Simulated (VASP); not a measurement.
Runs of VASP 6.6.1 on ZnCu. The structure is cubic, space group Pm-3m (No. 221). The conventional cell has a = 2.945 Å, b = 2.945 Å, c = 2.945 Å, α = 90.00°, β = 90.00°, γ = 90.00°. Zn (site symmetry m-3m) has 8 Cu at 2.55 Å and 6 Zn at 2.94 Å within 3.4 Å. Cu (site symmetry m-3m) has 8 Zn at 2.55 Å and 6 Cu at 2.94 Å within 3.4 Å. 

```csv
spin,fixed moment (μB),pressure (GPa),moment (μB)
collinear,0.5,(a),0.50
"collinear, zero start",0.0,2.9,0.00
collinear,0.8,6.4,0.80
collinear,0.3,3.1,0.30
collinear,-,2.9,0.00
```

Alike in all rows: task single point; level PBE; potentials or basis VASP PAW PBE potentials, release 64 (Zn, Cu); cell as given; k mesh 10 × 10 × 10; cutoff (eV) 520; smearing fermi-dirac 0.05 eV.

Question: Estimate the missing entries.

Answer: (a) 4.0.

Caveats: the cell stands under pressure (at least some runs); the total moment is fixed, so each spin has its own Fermi level and the state may be an excited one (at least some runs); the total moment is fixed, so each spin has its own Fermi level (at least some runs).
